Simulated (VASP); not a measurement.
# ZnS (P6_3mc) in VASP: a series of runs

ZnS is run at these levels: r2SCAN; tasks: single point.

Program: VASP 6.6.1. These are calculated values, not measurements. Logs are shortened: lines on timing, memory, paths and dates and some standing lists are left out, and cuts for length are marked.

### 1 The cell of the first run

It takes space group P6_3mc (No. 186, hexagonal). Conventional cell: a = 3.767 Å, b = 3.767 Å, c = 6.283 Å, α = 90.00°, β = 90.00°, γ = 120.00°. Within 3.1 Å of Zn (site symmetry 3m) lie 4 S at 2.32 to 2.33 Å. S (site symmetry 3m) has 4 Zn at 2.32 to 2.33 Å within 3.1 Å.

### 2 Single point, r2SCAN (epitaxial xy strain -1.0%)

POSCAR reads:

```
ZnS
1.0
    3.7673958107      0.0000000000      0.0000000000
   -1.8836979054      3.2626604782      0.0000000000
    0.0000000000      0.0000000000      6.2831086325
Zn S
2 2
Direct
    0.3333333333      0.6666666667      0.0019476037
    0.6666666667      0.3333333333      0.5019476037
    0.3333333333      0.6666666667      0.3730523963
    0.6666666667      0.3333333333      0.8730523963
```

INCAR.step1 reads:

```
SYSTEM = ZnS
  ALGO = Normal
  EDIFF = 1E-4
  ENCUT = 520
  GGA = PE
  ISMEAR = 0
  LASPH = .True.
  LCHARG = .False.
  LREAL = .False.
  LWAVE = .True.
  NBANDS = 26
  NELM = 80
  PREC = Accurate
  SIGMA = 0.01
```

INCAR.step2 reads:

```
SYSTEM = ZnS
  ALGO = Normal
  EDIFF = 1E-6
  ENCUT = 520
  ISIF = 2
  ISMEAR = 0
  ISTART = 1
  LASPH = .True.
  LCHARG = .False.
  LMIXTAU = .True.
  LREAL = .False.
  LWAVE = .False.
  METAGGA = R2SCAN
  NBANDS = 26
  NELM = 80
  PREC = Accurate
  SIGMA = 0.01
```

KPOINTS reads:

```
k-points
0
Gamma
  12 12 4
  0 0 0
```

Potentials or basis: VASP PAW PBE potentials, release 64 (Zn, S).

Command:

```sh
> cat potpaw_PBE.64/Zn/POTCAR potpaw_PBE.64/S/POTCAR > POTCAR
> cp INCAR.step1 INCAR
> mpirun -np 1 vasp_std > vasp.out
> cp INCAR.step2 INCAR
> mpirun -np 1 vasp_std > vasp.out
```

OUTCAR:

```text
SYSTEM = ZnS
   EDIFF = 1E-6
   ENCUT = 520
   ISIF = 2
   ISMEAR = 0
   ISTART = 1
   LASPH = .True.
   LREAL = .False.
   METAGGA = R2SCAN
   NELM = 80
   PREC = Accurate

 ion  position               nearest neighbor table
   1  0.333  0.667  0.002-   4 2.32   4 2.32   4 2.32   3 2.33
   2  0.667  0.333  0.502-   3 2.32   3 2.32   3 2.32   4 2.33
   3  0.333  0.667  0.373-   2 2.32   2 2.32   2 2.32   1 2.33
   4  0.667  0.333  0.873-   1 2.32   1 2.32   1 2.32   2 2.33

  LATTYP: Found a hexagonal cell.
 ALAT       =     3.7673958107
 C/A-ratio  =     1.6677590963

  Lattice vectors:

 A1 = (   3.7673958107,   0.0000000000,   0.0000000000)
 A2 = (  -1.8836979054,   3.2626604782,   0.0000000000)
 A3 = (   0.0000000000,   0.0000000000,   6.2831086325)

Analysis of symmetry for initial positions (statically):
=====================================================================
 Subroutine PRICEL returns:
 Original cell was already a primitive cell.

 Routine SETGRP: Setting up the symmetry group for a
 hexagonal supercell.

 Subroutine GETGRP returns: Found 12 space group operations
 (whereof  6 operations were pure point group operations)
 out of a pool of 24 trial point group operations.

The static configuration has the point symmetry C_3v.
 The point group associated with its full space group is C_6v.

Analysis of symmetry for dynamics (positions and initial velocities):
=====================================================================
 Subroutine PRICEL returns:
 Original cell was already a primitive cell.

 Routine SETGRP: Setting up the symmetry group for a
 hexagonal supercell.

 Subroutine GETGRP returns: Found 12 space group operations
 (whereof  6 operations were pure point group operations)
 out of a pool of 24 trial point group operations.

The dynamic configuration has the point symmetry C_3v.
 The point group associated with its full space group is C_6v.

 Subroutine INISYM returns: Found 12 space group operations
 (whereof  6 operations are pure point group operations),
 and found     1 'primitive' translations

----------------------------------------------------------------------------------------

                                     Primitive cell

  volume of cell :      77.2303

  direct lattice vectors                    reciprocal lattice vectors
     3.767395811  0.000000000  0.000000000     0.265435343  0.153249167  0.000000000
    -1.883697905  3.262660478  0.000000000     0.000000000  0.306498334  0.000000000
     0.000000000  0.000000000  6.283108633     0.000000000  0.000000000  0.159156885

  length of vectors
     3.767395811  3.767395811  6.283108633     0.306498334  0.306498334  0.159156885

  position of ions in fractional coordinates (direct lattice)
     0.333333333  0.666666667  0.001947604
     0.666666667  0.333333333  0.501947604
     0.333333333  0.666666667  0.373052396
     0.666666667  0.333333333  0.873052396

  ion indices of the primitive-cell ions
   primitive index   ion index
                 1           1
                 2           2
                 3           3
                 4           4

----------------------------------------------------------------------------------------

 KPOINTS: k-points

Automatic generation of k-mesh.
 Grid dimensions read from file:
 generate k-points for:   12   12    4

 Generating k-lattice:

  Cartesian coordinates                     Fractional coordinates (reciprocal lattice)
     0.022119612  0.012770764  0.000000000     0.083333333 -0.000000000  0.000000000
     0.000000000  0.025541528  0.000000000     0.000000000  0.083333333  0.000000000
     0.000000000  0.000000000  0.039789221     0.000000000  0.000000000  0.250000000

  Length of vectors
     0.025541528  0.025541528  0.039789221

  Shift w.r.t. Gamma in fractional coordinates (k-lattice)
     0.000000000  0.000000000  0.000000000

 Subroutine IBZKPT returns following result:
 ===========================================

 Found     57 irreducible k-points:

 Following reciprocal coordinates:
            Coordinates               Weight
  0.000000  0.000000  0.000000      1.000000
  0.083333 -0.000000  0.000000      6.000000
  0.166667 -0.000000  0.000000      6.000000
  0.250000  0.000000  0.000000      6.000000
  0.333333 -0.000000  0.000000      6.000000
  0.416667 -0.000000  0.000000      6.000000
[... 16 lines left out ...]
  0.250000  0.000000  0.250000     12.000000
  0.333333 -0.000000  0.250000     12.000000
 [... further k-points ...]
   k-points           NKPTS =     57   k-points in BZ     NKDIM =     57   number of bands    NBANDS=     26
   number of dos      NEDOS =    301   number of ions     NIONS =      4
   total plane-waves  NPLWV =  37632
   dimension x,y,z NGX =    28 NGY =   28 NGZ =   48
   dimension x,y,z NGXF=    56 NGYF=   56 NGZF=   96
   ions per type =               2   2
   NGX,Y,Z   is equivalent  to a cutoff of  12.36, 12.36, 12.70 a.u.
   NGXF,Y,Z  is equivalent  to a cutoff of  24.71, 24.71, 25.40 a.u.
 SYSTEM =  ZnS
   PREC   = accura    normal or accurate (medium, high low for compatibility)
   ISTART =      1    job   : 0-new  1-cont  2-samecut
   ICHARG =      0    charge: 1-file 2-atom 10-const
   ISPIN  =      1    spin polarized calculation?
   LNONCOLLINEAR =      F non collinear calculations
   LSORBIT =      F    spin-orbit coupling
   LASPH  =      T    aspherical Exc in radial PAW
   ENCUT  =  520.0 eV  38.22 Ry    6.18 a.u.   7.00  7.00 11.68*2*pi/ulx,y,z
   NELM   =     80;   NELMIN=  2; NELMDL=  0     # of ELM steps
   EDIFF  = 0.1E-05   stopping-criterion for ELM
   LREAL  =      F    real-space projection
   EDIFFG = 0.1E-04   stopping-criterion for IOM
   NSW    =      0    number of steps for IOM
   IBRION =     -1    ionic relax: 0-MD 1-quasi-New 2-CG
   NFREE  =      0    steps in history (QN), initial steepest desc. (CG)
   ISIF   =      2    stress and relaxation
   ISYM   =      2    0-nonsym 1-usesym 2-fastsym
   POTIM  = 0.5000    time-step for ionic-motion
   TEBEG  =    0.0;   TEEND  =   0.0 temperature during run
   PSTRESS=    0.0 pullay stress
   NELECT =      36.0000    total number of electrons
   NUPDOWN=      -1.0000    fix difference up-down
   EMIN   =  10.00;   EMAX   =-10.00  energy-range for DOS
   EFERMI =   0.00;   METHOD = LEGACY
   ISMEAR =     0;   SIGMA  =   0.01  broadening in eV -4-tet -1-fermi 0-gaus
   EFERMI_NEDOS =   21; number of points for ismear=-14 and -15
   IALGO  =     38    algorithm
   IMIX   =      4    mixing-type and parameters
     AMIX     =   0.40;   BMIX     =  1.00
     AMIX_MAG =   1.60;   BMIX_MAG =  1.00
  volume/ion in A,a.u.               =      19.31       130.29
  Fermi-wavevector in a.u.,A,eV,Ry     =   1.269345  2.398715 21.922215  1.611237
  Thomas-Fermi vector in A             =   2.402391
   LORBIT       =      0    0 simple, 1 ext, 2 COOP (PROOUT), +10 PAW based schemes
   METAGGA = R2SCAN    functional components
   LHFCALC =     F    Hartree Fock is set to
   AEXX    =    0.0000 exact exchange contribution
   IVDW    =     0    specifies the selected vdW correction
   LEPSILON=     F    determine dielectric tensor
   LRPA    =     F    only Hartree local field effects (RPA)
 non-spin polarized calculation
 Gauss-broadening in eV      SIGMA  =   0.01
  energy-cutoff  :      520.00
  volume of cell :       77.23
 maximum number of plane-waves:      2096
 NGX is ok and might be reduce to    28
   NGX = 13   NGY = 13   NGZ = 23

 number of electron      35.9999989 magnetization

 Free energy of the ion-electron system (eV)
  ---------------------------------------------------
  ext. energy  EPLUGINS =         0.00000000
  ---------------------------------------------------
  free energy    TOTEN  =       -37.71480939 eV

  energy without entropy =      -37.71480939  energy(sigma->0) =      -37.71480939

 E-fermi :   2.1746     XC(G=0): -10.3881

 val. band max:        2.0865528091   @ k =   0.0000   0.0000   0.0000
 cond. band min:       4.8837056498   @ k =   0.0000   0.0000   0.0000
 fundamental gap:      2.7971528407
 Fermi energy:         2.1746036185

 k-point     1 :       0.0000    0.0000    0.0000
  band No.  band energies     occupation
      1     -11.8018      2.00000
      2     -10.8455      2.00000
      3      -4.5506      2.00000
      4      -4.5204      2.00000
      5      -4.5204      2.00000
      6      -4.4256      2.00000
[... 18 lines left out ...]
     25      10.3520      0.00000
     26      11.8854      0.00000

 k-point     2 :       0.0833   -0.0000    0.0000
  band No.  band energies     occupation
      1     -11.7510      2.00000
      2     -10.8156      2.00000
      3      -4.5401      2.00000
      4      -4.5236      2.00000
      5      -4.5103      2.00000
      6      -4.4204      2.00000
[... 18 lines left out ...]
     25      10.5818      0.00000
     26      11.5337      0.00000

 k-point     3 :       0.1667   -0.0000    0.0000
  band No.  band energies     occupation
      1     -11.6057      2.00000
      2     -10.7344      2.00000
      3      -4.5331      2.00000
      4      -4.5102      2.00000
      5      -4.4841      2.00000
      6      -4.4001      2.00000
[... 18 lines left out ...]
     25      10.8231      0.00000
     26      11.2156      0.00000

 k-point     4 :       0.2500    0.0000    0.0000
  band No.  band energies     occupation
      1     -11.3875      2.00000
      2     -10.6267      2.00000
      3      -4.5343      2.00000
      4      -4.4789      2.00000
      5      -4.4526      2.00000
      6      -4.3503      2.00000
[... 18 lines left out ...]
     25      11.2771      0.00000
     26      11.3967      0.00000
[... 496 lines left out ...]
      1     -11.4930      2.00000
      2     -10.8795      2.00000
      3      -4.5518      2.00000
      4      -4.4911      2.00000
      5      -4.4704      2.00000
      6      -4.4233      2.00000
[... 18 lines left out ...]
     25      10.8208      0.00000
     26      11.0214      0.00000

 k-point    23 :       0.2500    0.0000    0.2500
  band No.  band energies     occupation
      1     -11.2862      2.00000
      2     -10.7493      2.00000
      3      -4.5500      2.00000
      4      -4.4781      2.00000
      5      -4.4344      2.00000
      6      -4.3681      2.00000
[... 18 lines left out ...]
     25      11.1572      0.00000
     26      11.6757      0.00000

 k-point    24 :       0.3333   -0.0000    0.2500
  band No.  band energies     occupation
      1     -11.0513      2.00000
      2     -10.6234      2.00000
      3      -4.5385      2.00000
      4      -4.4596      2.00000
      5      -4.4035      2.00000
      6      -4.2800      2.00000
[... 18 lines left out ...]
     25      11.5557      0.00000
     26      12.5769      0.00000

 [... further k-points ...]

------------------------ aborting loop because EDIFF is reached ----------------------------------------

  FORCE on cell =-STRESS in cart. coord.  units (eV):
  Direction    XX          YY          ZZ          XY          YZ          ZX
  --------------------------------------------------------------------------------------
  -------------------------------------------------------------------------------------
  Total        0.8509452      0.8509452      0.0031133     -0.0000000      0.0000000      0.0000000
  in kB       17.6532422     17.6532422      0.0645870     -0.0000000      0.0000000      0.0000000
  external PRESSURE =      11.7903571 kB  Pullay stress =       0.0000000 kB

 VOLUME and BASIS-vectors are now :
 -----------------------------------------------------------------------------
  energy-cutoff  :      520.00
  volume of cell :       77.23
      direct lattice vectors                 reciprocal lattice vectors
     3.767395811  0.000000000  0.000000000     0.265435343  0.153249167  0.000000000
    -1.883697905  3.262660478  0.000000000     0.000000000  0.306498334  0.000000000
     0.000000000  0.000000000  6.283108633     0.000000000  0.000000000  0.159156885

 POSITION                                       TOTAL-FORCE (eV/Angst)
 -----------------------------------------------------------------------------------
     -0.00000      2.17511      0.01224         0.000000     -0.000000     -0.009314
      1.88370      1.08755      3.15379        -0.000000      0.000000     -0.009314
     -0.00000      2.17511      2.34393         0.000000     -0.000000      0.009314
      1.88370      1.08755      5.48548        -0.000000     -0.000000      0.009314
 -----------------------------------------------------------------------------------
    total drift:                               -0.000001     -0.000001     -0.017725

  FREE ENERGIE OF THE ION-ELECTRON SYSTEM (eV)
  ---------------------------------------------------
  free  energy   TOTEN  =       -37.7148093887 eV

  energy  without entropy=      -37.7148093887  energy(sigma->0) =      -37.71480939
```

Wall time 4.5 min (1 thread of AMD EPYC 9R45 (Zen 5), shared host); peak memory 0.23 GiB.

What came out:

| Item | Value |
| --- | --- |
| Free energy | -37.7148 eV |
| Pressure | 1.2 GPa |
| Largest force | 0.009 eV/Å |
| Band gap on the k mesh | 2.80 eV |

Forces in eV/Å, atoms in the order of the input:
```
Zn   0.000  0.000 -0.009
Zn   0.000  0.000 -0.009
S    0.000  0.000  0.009
S    0.000  0.000  0.009
```

Stress tensor (GPa, compression positive):
```
1.77 0.00 0.00
0.00 1.77 0.00
0.00 0.00 0.01
```

Caveat: the cell differs from its parent crystal (epitaxial xy strain -1.0%); the PAW data sets were made with another functional, which shifts forces and pressure a little.

### 3 Single point, r2SCAN

This run uses another cell than the first one, of 19.58 Å³/atom.

POSCAR reads:

```
ZnS
1.0
    3.8054503139      0.0000000000      0.0000000000
   -1.9027251570      3.2956166447      0.0000000000
    0.0000000000      0.0000000000      6.2439931235
Zn S
2 2
Direct
    0.3333333333      0.6666666667      0.0003381390
    0.6666666667      0.3333333333      0.5003381390
    0.3333333333      0.6666666667      0.3746618610
    0.6666666667      0.3333333333      0.8746618610
```

INCAR.step1 reads:

```
SYSTEM = ZnS
PREC = Accurate
ENCUT = 520
ISMEAR = 0
SIGMA = 0.01
LREAL = .False.
LASPH = .True.
NELM = 60
NBANDS = 26
GGA = PE
ALGO = Normal
EDIFF = 1E-4
LWAVE = .True.
LCHARG = .False.
```

INCAR.step2 reads:

```
SYSTEM = ZnS
PREC = Accurate
ENCUT = 520
EDIFF = 1E-6
ISMEAR = 0
SIGMA = 0.01
LREAL = .False.
LASPH = .True.
NELM = 60
ALGO = Normal
ISIF = 2
LWAVE = .False.
LCHARG = .False.
METAGGA = R2SCAN
LMIXTAU = .True.
NBANDS = 26
ISTART = 1
```

KPOINTS reads:

```
regular mesh
0
Gamma
  12 12 4
  0 0 0
```

Potentials or basis: VASP PAW PBE potentials, release 64 (Zn, S).

Command:

```sh
> cat potpaw_PBE.64/Zn/POTCAR potpaw_PBE.64/S/POTCAR > POTCAR
> cp INCAR.step1 INCAR
> mpirun -np 1 vasp_std > vasp.out
> cp INCAR.step2 INCAR
> mpirun -np 1 vasp_std > vasp.out
```

Run time: 3.5 min. Hardware: 1 thread of AMD EPYC 9R45 (Zen 5), shared host; peak memory 0.22 GiB.

Results (log left out):

```
Free energy            : -37.7237 eV
Pressure               : 0.1 GPa
Band gap on the k mesh : 2.79 eV
```

Levels at points of the mesh, in eV from the valence-band top:
```tsv
k point	band 14	band 15	band 16	band 17	band 18	band 19	band 20	band 21	band 22	band 23
(0.00, 0.00, 0.00)	-0.92	-0.92	-0.08	0.00	0.00	2.79	3.62	6.80	6.80	7.07
(0.50, 0.00, 0.00)	-4.19	-3.36	-2.31	-1.73	-0.91	4.04	4.78	5.45	7.37	8.00
(0.00, 0.00, 0.50)	-2.90	-0.48	-0.48	-0.48	-0.48	4.11	4.11	7.26	7.26	7.26
(0.50, 0.00, 0.50)	-4.96	-1.68	-1.68	-1.66	-1.66	3.96	3.96	5.66	5.66	9.38
```

Caveat: the PAW data sets were made with another functional, which shifts forces and pressure a little.
